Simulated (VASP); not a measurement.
A run of VASP 6.6.1:

File INCAR:

```
PREC     = Accurate       # precision mode
ENCUT    = 500            # plane-wave cutoff, eV
EDIFF    = 1E-6           # SCF threshold, eV
ISMEAR   = -1             # smearing method
SIGMA    = 0.1            # smearing width, eV
LREAL    = False          # projectors in reciprocal space
LASPH    = True           # aspherical terms in the spheres
NELM     = 120            # most SCF steps
ALGO     = Normal         # electronic algorithm
ISIF     = 2              # what is computed and relaxed
LWAVE    = False          # write WAVECAR
LCHARG   = False          # write CHGCAR
GGA      = PE             # functional
NBANDS   = 8              # bands
GGA_COMPAT= False
```

Contents of KPOINTS:

```
Automatic mesh
0
Gamma
  18 18 18
```

The input POSCAR:

```
Al
1.0
    0.0000000000      1.8075789914      1.8075789914
    1.8075789914      0.0000000000      1.8075789914
    1.8075789914      1.8075789914      0.0000000000
Al
1
Direct
    0.0000000000      0.0000000000      0.0000000000
```

Potentials or basis: VASP PAW PBE potentials, release 64 (Al).

The run is started by

```sh
$ cat potpaw_PBE.64/Al/POTCAR > POTCAR
$ mpirun -np 1 vasp_std > vasp.out
```

Hardware: 1 thread of AMD EPYC 9R45 96-Core Processor (Zen 5), with other jobs on the host.

Task: Estimate the wall time of this run.

Result: It took 9.3 s on 1 thread of AMD EPYC 9R45 96-Core Processor (Zen 5), with other jobs on the host, peak memory 0.09 GiB. Counts: scf iterations 10, k points 195.
